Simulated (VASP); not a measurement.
**Hg: single point with r2SCAN**

Hg:

```
CELL_PARAMETERS angstrom
5.56888 0.00000 0.00000
-2.78444 4.82280 0.00000
0.00000 0.00000 3.25691
ATOMIC_POSITIONS crystal
Hg 0.00000 0.00000 0.00000
Hg 0.33333 0.66667 0.50000
Hg 0.66667 0.33333 0.50000
```

```
Program                : VASP 6.6.1
Task                   : single point
Functional             : r2SCAN
Potentials or basis    : VASP PAW PBE potentials, release 64 (Hg)
Cutoff                 : 520 eV
k mesh                 : 8 × 8 × 11
Occupations            : fermi-dirac, width 0.1 eV
Spin                   : no spin polarisation
Dipole correction      : no
Further INCAR settings : ALGO = Normal; EDIFF = 1e-06; NBANDS = 25
```

- Pressure: -1.0 GPa
- Band gap on the k mesh: zero (bands 18 and 19 overlap by 1.97 eV)

Stress tensor (GPa, compression positive):
```
-1.04  0.00  0.00
 0.00 -1.04  0.00
 0.00  0.00 -0.88
```

Levels at points of the mesh, in eV from the Fermi level:
| k point | band 15 | band 16 | band 17 | band 18 | band 19 | band 20 | band 21 | band 22 |
| --- | --- | --- | --- | --- | --- | --- | --- | --- |
| (0.00, 0.00, 0.00) | -6.14 | -6.14 | -1.74 | -1.38 | 1.90 | 1.90 | 1.99 | 1.99 |
| (0.50, 0.00, 0.00) | -6.12 | -5.51 | -5.41 | -2.15 | -0.67 | 5.52 | 5.54 | 7.65 |

Run time: 2.5 min on 1 thread of Intel(R) Xeon(R) 6975P-C (Granite Rapids), on a shared host, peak memory 0.27 GiB.

Caveat: the PAW data sets were made with another functional, which shifts forces and pressure a little; spin-orbit coupling is left out, which moves the levels of the heavy elements.
